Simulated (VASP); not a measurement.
# Mg8O9 (a cell with a defect) in VASP: single point with PBEsol

Aim: the single point of Mg8O9 (a cell with a defect) with PBEsol.

Everything below comes from runs of VASP 6.6.1. Logs are shortened: lines on timing, memory, paths and dates and some standing lists are left out, and cuts for length are marked.

## 1. The cell of the first run

The cell holds a defect, 17 atoms: a = 5.932 Å, b = 5.932 Å, c = 5.932 Å, α = 60.00°, β = 60.00°, γ = 60.00°.

## 2. Single point, PBEsol, collinear spin

INCAR reads:

```
PREC = Accurate ; ENCUT = 620
EDIFF = 1E-6 ; ISMEAR = -1
SIGMA = 0.05 ; LREAL = Auto
LASPH = T ; NELM = 200
ALGO = Normal ; ISIF = 2
LWAVE = F ; LCHARG = F
ISPIN = 2 ; MAGMOM = 0 0 0 0 0 0 0 0 0 0 0 0 0 0 0 0 1
LORBIT = 11 ; GGA = PS
NBANDS = 85 ; GGA_COMPAT = F
```

KPOINTS reads:

```
regular mesh
0
Gamma
  2 2 2
```

POSCAR reads:

```
Mg8O9
1.0
    0.0000000000      4.1948000000      4.1948000000
    4.1948000000      0.0000000000      4.1948000000
    4.1948000000      4.1948000000      0.0000000000
Mg O
8 9
Direct
    0.0266758844     -0.0074139411     -0.0152093068
    0.0381424621     -0.0540431010      0.4861733575
    0.0550085821      0.4557905025     -0.0022289501
    0.0298345571      0.4783899113      0.4722394393
    0.5003695051     -0.0167230857     -0.0106918089
    0.5028368456     -0.0058644035      0.4557785830
    0.5308119577      0.4672570802     -0.0049704396
    0.5545794794      0.4617741013      0.4658744159
    0.2657099266      0.2503337465      0.2182225613
    0.2725278917      0.2694764947      0.7169114141
    0.2507270907      0.7324187089      0.2362806332
    0.2450533994      0.7574496996      0.7485338991
    0.7680938305      0.2068275007      0.2376275389
    0.7632306665      0.2362210356      0.7412987508
    0.7482359111      0.7471869934      0.2458043292
    0.7734218556      0.7729450749      0.6132711929
    0.7462691904      0.6861471345      0.9062529799
```

Potentials or basis: VASP PAW PBE potentials, release 64 (Mg_sv, O).

Started as:

```bash
$ cat potpaw_PBE.64/Mg_sv/POTCAR potpaw_PBE.64/O/POTCAR > POTCAR
$ mpirun -np 1 vasp_std > vasp.out
```

OUTCAR:

```text
PREC = Accurate
   ENCUT = 620
   EDIFF = 1E-6
   ISMEAR = -1
   LREAL = Auto
   LASPH = T
   NELM = 200
   ISIF = 2
   ISPIN = 2
   LORBIT = 11
   GGA = PS

 ion  position               nearest neighbor table
   1  0.027  0.993  0.985-  13 1.97  12 1.98  11 2.00
   2  0.038  0.946  0.486-  16 1.93  11 1.95  12 1.99
   3  0.055  0.456  0.998-  17 1.81   9 1.81  10 1.98  12 2.09
   4  0.030  0.478  0.472-  16 1.90  11 1.99   9 2.02  10 2.05
   5  0.500  0.983  0.989-  17 1.75   9 2.09  11 2.10  10 2.11  15 2.12
   6  0.503  0.994  0.456-  16 1.83  15 1.92   9 1.99  13 2.01  12 2.09
   7  0.531  0.467  0.995-  17 1.97  13 2.02   9 2.03  14 2.04
   8  0.555  0.462  0.466-  10 2.01  15 2.03  13 2.04  14 2.04
   9  0.266  0.250  0.218-   3 1.81   6 1.99   4 2.02   7 2.03   5 2.09
  10  0.273  0.269  0.717-   3 1.98   8 2.01   4 2.05   5 2.11
  11  0.251  0.732  0.236-   2 1.95   4 1.99   1 2.00   5 2.10
  12  0.245  0.757  0.749-   1 1.98   2 1.99   3 2.09   6 2.09
  13  0.768  0.207  0.238-   1 1.97   6 2.01   7 2.02   8 2.04
  14  0.763  0.236  0.741-   7 2.04   8 2.04
  15  0.748  0.747  0.246-   6 1.92   8 2.03   5 2.12
  16  0.773  0.773  0.613-  17 1.49   6 1.83   4 1.90   2 1.93
  17  0.746  0.686  0.906-  16 1.49   5 1.75   3 1.81   7 1.97

  LATTYP: Found a face centered cubic cell.
 ALAT       =     8.3896000000

  Lattice vectors:

 A1 = (   0.0000000000,   4.1948000000,   4.1948000000)
 A2 = (   4.1948000000,   0.0000000000,   4.1948000000)
 A3 = (   4.1948000000,   4.1948000000,   0.0000000000)

Analysis of symmetry for initial positions (statically):
=====================================================================
 Subroutine PRICEL returns:
 Original cell was already a primitive cell.

 Routine SETGRP: Setting up the symmetry group for a
 face centered cubic supercell.

 Subroutine GETGRP returns: Found  1 space group operations
 (whereof  1 operations were pure point group operations)
 out of a pool of 48 trial point group operations.

The static configuration has the point symmetry C_1 .

Analysis of symmetry for dynamics (positions and initial velocities):
=====================================================================
 Subroutine PRICEL returns:
 Original cell was already a primitive cell.

 Routine SETGRP: Setting up the symmetry group for a
 face centered cubic supercell.

 Subroutine GETGRP returns: Found  1 space group operations
 (whereof  1 operations were pure point group operations)
 out of a pool of 48 trial point group operations.

The dynamic configuration has the point symmetry C_1 .

Analysis of structural, dynamic, and magnetic symmetry:
=====================================================================
 Subroutine PRICEL returns:
 Original cell was already a primitive cell.

 Routine SETGRP: Setting up the symmetry group for a
 face centered cubic supercell.

 Subroutine GETGRP returns: Found  1 space group operations
 (whereof  1 operations were pure point group operations)
 out of a pool of 48 trial point group operations.

The overall configuration has the point symmetry C_1 .

 Subroutine INISYM returns: Found  1 space group operations
 (whereof  1 operations are pure point group operations),
 and found     1 'primitive' translations

----------------------------------------------------------------------------------------

                                     Primitive cell

  volume of cell :     147.6263

  direct lattice vectors                    reciprocal lattice vectors
     0.000000000  4.194800000  4.194800000    -0.119195194  0.119195194  0.119195194
     4.194800000  0.000000000  4.194800000     0.119195194 -0.119195194  0.119195194
     4.194800000  4.194800000  0.000000000     0.119195194  0.119195194 -0.119195194

  length of vectors
     5.932343051  5.932343051  5.932343051     0.206452132  0.206452132  0.206452132

  position of ions in fractional coordinates (direct lattice)
     0.026675884  0.992586059  0.984790693
     0.038142462  0.945956899  0.486173358
     0.055008582  0.455790503  0.997771050
     0.029834557  0.478389911  0.472239439
     0.500369505  0.983276914  0.989308191
     0.502836846  0.994135597  0.455778583
[... 9 lines left out ...]
     0.773421856  0.772945075  0.613271193
     0.746269190  0.686147134  0.906252980

  ion indices of the primitive-cell ions
   primitive index   ion index
                 1           1
                 2           2
                 3           3
                 4           4
                 5           5
                 6           6
[... 9 lines left out ...]
                16          16
                17          17

----------------------------------------------------------------------------------------

 KPOINTS: regular mesh

Automatic generation of k-mesh.
 Grid dimensions read from file:
 generate k-points for:    2    2    2

 Generating k-lattice:

  Cartesian coordinates                     Fractional coordinates (reciprocal lattice)
    -0.059597597  0.059597597  0.059597597     0.500000000  0.000000000  0.000000000
     0.059597597 -0.059597597  0.059597597     0.000000000  0.500000000  0.000000000
     0.059597597  0.059597597 -0.059597597     0.000000000  0.000000000  0.500000000

  Length of vectors
     0.103226066  0.103226066  0.103226066

  Shift w.r.t. Gamma in fractional coordinates (k-lattice)
     0.000000000  0.000000000  0.000000000

 Subroutine IBZKPT returns following result:
 ===========================================

 Found      8 irreducible k-points:

 Following reciprocal coordinates:
            Coordinates               Weight
  0.000000  0.000000  0.000000      1.000000
  0.500000  0.000000  0.000000      1.000000
  0.000000  0.500000  0.000000      1.000000
  0.000000  0.000000  0.500000      1.000000
  0.500000  0.500000  0.500000      1.000000
  0.500000  0.500000  0.000000      1.000000
  0.000000  0.500000  0.500000      1.000000
  0.500000  0.000000  0.500000      1.000000
   k-points           NKPTS =      8   k-points in BZ     NKDIM =      8   number of bands    NBANDS=     85
   number of dos      NEDOS =    301   number of ions     NIONS =     17
   total plane-waves  NPLWV = 110592
   dimension x,y,z NGX =    48 NGY =   48 NGZ =   48
   dimension x,y,z NGXF=    96 NGYF=   96 NGZF=   96
   ions per type =               8   9
   NGX,Y,Z   is equivalent  to a cutoff of  13.45, 13.45, 13.45 a.u.
   NGXF,Y,Z  is equivalent  to a cutoff of  26.90, 26.90, 26.90 a.u.
 SYSTEM =  unknown system
   PREC   = accura    normal or accurate (medium, high low for compatibility)
   ISTART =      0    job   : 0-new  1-cont  2-samecut
   ICHARG =      2    charge: 1-file 2-atom 10-const
   ISPIN  =      2    spin polarized calculation?
   LNONCOLLINEAR =      F non collinear calculations
   LSORBIT =      F    spin-orbit coupling
   LASPH  =      T    aspherical Exc in radial PAW
   ENCUT  =  620.0 eV  45.57 Ry    6.75 a.u.  12.04 12.04 12.04*2*pi/ulx,y,z
   NELM   =    200;   NELMIN=  2; NELMDL= -5     # of ELM steps
   EDIFF  = 0.1E-05   stopping-criterion for ELM
   LREAL  =      T    real-space projection
   EDIFFG = 0.1E-04   stopping-criterion for IOM
   NSW    =      0    number of steps for IOM
[... 5 lines left out ...]
   TEBEG  =    0.0;   TEEND  =   0.0 temperature during run
   PSTRESS=    0.0 pullay stress
   NELECT =     134.0000    total number of electrons
   NUPDOWN=      -1.0000    fix difference up-down
   EMIN   =  10.00;   EMAX   =-10.00  energy-range for DOS
   EFERMI =   0.00;   METHOD = LEGACY
   ISMEAR =    -1;   SIGMA  =   0.05  broadening in eV -4-tet -1-fermi 0-gaus
   EFERMI_NEDOS =   21; number of points for ismear=-14 and -15
   IALGO  =     38    algorithm
   IMIX   =      4    mixing-type and parameters
     AMIX     =   0.40;   BMIX     =  1.00
     AMIX_MAG =   1.60;   BMIX_MAG =  1.00
  volume/ion in A,a.u.               =       8.68        58.60
  Fermi-wavevector in a.u.,A,eV,Ry     =   1.585095  2.995394 34.184974  2.512525
  Thomas-Fermi vector in A             =   2.684612
   LORBIT       =     11    0 simple, 1 ext, 2 COOP (PROOUT), +10 PAW based schemes
   GGA     = PS    functional components
   LHFCALC =     F    Hartree Fock is set to
   AEXX    =    0.0000 exact exchange contribution
   IVDW    =     0    specifies the selected vdW correction
   LEPSILON=     F    determine dielectric tensor
   LRPA    =     F    only Hartree local field effects (RPA)
 spin polarized calculation
  energy-cutoff  :      620.00
  volume of cell :      147.63
 maximum number of plane-waves:      5218
   NGX = 25   NGY = 25   NGZ = 25

 number of electron     134.0000001 magnetization      -0.0000007

 number of electron     134.0000001 magnetization       0.0000002

 Free energy of the ion-electron system (eV)
  ---------------------------------------------------
  ext. energy  EPLUGINS =         0.00000000
  ---------------------------------------------------
  free energy    TOTEN  =      -100.12745171 eV

  energy without entropy =     -100.12745171  energy(sigma->0) =     -100.12745171

 E-fermi :   5.7514     XC(G=0): -11.9153

 val. band max:        4.4709635718   @ k =   0.0000   0.0000   0.5000
 cond. band min:       7.6300274108   @ k =   0.0000   0.0000   0.5000
 fundamental gap:      3.1590638390
 Fermi energy:         5.7513639163

 spin component 1

 k-point     1 :       0.0000    0.0000    0.0000
  band No.  band energies     occupation
      1     -68.6766      1.00000
      2     -68.5538      1.00000
      3     -68.5038      1.00000
      4     -68.4857      1.00000
      5     -68.3380      1.00000
      6     -68.1715      1.00000
[... 71 lines left out ...]
     78      14.8130      0.00000
     79      15.0531      0.00000
[... 572 lines left out ...]
     78      14.4113      0.00000
     79      14.6636      0.00000
 Fermi energy:         5.7513639163

 spin component 2

 k-point     1 :       0.0000    0.0000    0.0000
  band No.  band energies     occupation
      1     -68.6766      1.00000
      2     -68.5538      1.00000
      3     -68.5038      1.00000
      4     -68.4857      1.00000
      5     -68.3380      1.00000
      6     -68.1715      1.00000
[... 71 lines left out ...]
     78      14.8130      0.00000
     79      15.0531      0.00000
[... 572 lines left out ...]
     78      14.4113      0.00000
     79      14.6636      0.00000
 [bands above 79 left out]

------------------------ aborting loop because EDIFF is reached ----------------------------------------

  FORCE on cell =-STRESS in cart. coord.  units (eV):
  Direction    XX          YY          ZZ          XY          YZ          ZX
  --------------------------------------------------------------------------------------
  -------------------------------------------------------------------------------------
  Total       23.5805909     24.6845695     12.8854323     -0.1698747     -1.1271155     -2.0216458
  in kB      255.9183890    267.8997853    139.8446324     -1.8436371    -12.2324999    -21.9407709
  external PRESSURE =     221.2209356 kB  Pullay stress =       0.0000000 kB

 VOLUME and BASIS-vectors are now :
 -----------------------------------------------------------------------------
  energy-cutoff  :      620.00
  volume of cell :      147.63
      direct lattice vectors                 reciprocal lattice vectors
     0.000000000  4.194800000  4.194800000    -0.119195194  0.119195194  0.119195194
     4.194800000  0.000000000  4.194800000     0.119195194 -0.119195194  0.119195194
     4.194800000  4.194800000  0.000000000     0.119195194  0.119195194 -0.119195194

 POSITION                                       TOTAL-FORCE (eV/Angst)
 -----------------------------------------------------------------------------------
      8.29470      4.24290      4.27560        -0.527675     -0.996204     -1.050933
      6.00750      2.19940      4.12810         1.530153     -0.407675      0.479950
      6.09740      4.41620      2.14270         0.307787     -0.873394      0.716426
      3.98770      2.10610      2.13190        -0.427584     -0.250989     -0.615528
      8.27460      6.24890      6.22360         2.646559     -0.465864      1.361420
      6.08210      4.02120      6.27950         0.994231     -0.601705     -0.506693
[... 9 lines left out ...]
      5.81490      5.81690      6.48670         0.692804      2.094332     -0.990285
      6.67980      6.93200      6.00870        -2.603078     -1.406925      0.181425
 -----------------------------------------------------------------------------------
    total drift:                                0.007257     -0.003143     -0.001544

  FREE ENERGIE OF THE ION-ELECTRON SYSTEM (eV)
  ---------------------------------------------------
  free  energy   TOTEN  =      -100.1274517116 eV

  energy  without entropy=     -100.1274517116  energy(sigma->0) =     -100.12745171

 total charge

# of ion       s       p       d       tot
------------------------------------------
    1        2.077   6.022   0.048   8.147
    2        2.077   6.021   0.049   8.147
    3        2.091   6.045   0.064   8.199
    4        2.080   6.028   0.053   8.161
    5        2.084   6.034   0.058   8.177
    6        2.086   6.038   0.061   8.184
[... 9 lines left out ...]
   16        1.586   3.506   0.000   5.092
   17        1.597   3.528   0.000   5.124
--------------------------------------------------
tot         30.582  80.242   0.426 111.250

 magnetization (x)

# of ion       s       p       d       tot
------------------------------------------
    1        0.000   0.000   0.000   0.000
    2       -0.000  -0.000  -0.000  -0.000
    3       -0.000  -0.000  -0.000  -0.000
    4       -0.000   0.000   0.000  -0.000
    5       -0.000  -0.000  -0.000  -0.000
    6       -0.000   0.000   0.000   0.000
[... 9 lines left out ...]
   16       -0.000  -0.000   0.000  -0.000
   17        0.000   0.000   0.000   0.000
--------------------------------------------------
tot         -0.000   0.000  -0.000   0.000
```

It took 3.9 min on 1 thread of Intel Xeon 6975P-C (Granite Rapids), shared host; peak memory 0.48 GiB.

What came out:

```
Free energy                                           : -100.1275 eV
Pressure                                              : 22.1 GPa
Largest force                                         : 3.012 eV/Å
Band gap on the k mesh                                : 3.16 eV
Net moment                                            : 0.00 μB per cell
Valence electrons inside the program's atomic spheres : Mg 8.15, 8.20, 8.16, 8.18, 8.14 (each value once); O 5.16, 5.09, 5.12, 5.08, 5.07, 5.10 (each value once)
```

Forces in eV/Å, atoms in the order of the input:
```
Mg  -0.528 -0.996 -1.051
Mg   1.530 -0.408  0.480
Mg   0.308 -0.873  0.716
Mg  -0.428 -0.251 -0.616
Mg   2.647 -0.466  1.361
Mg   0.994 -0.602 -0.507
Mg  -0.047 -1.050  0.169
Mg   0.844 -0.163 -0.066
O   -0.158  1.995 -0.990
O   -0.777  0.393 -1.376
O   -0.494  0.703  1.106
O   -1.149  0.389  0.420
O    0.816  0.285  1.260
O   -0.576 -0.103  0.331
O   -1.073  0.459 -0.429
O    0.693  2.094 -0.990
O   -2.603 -1.407  0.181
```

Stress tensor (GPa, compression positive):
```
25.59 -0.18 -2.19
-0.18 26.79 -1.22
-2.19 -1.22 13.98
```

Caveat: the k points lie up to 0.65 Å⁻¹ apart; the atoms stand as in a frame of molecular dynamics; the PAW data sets were made with another functional, which shifts forces and pressure a little.
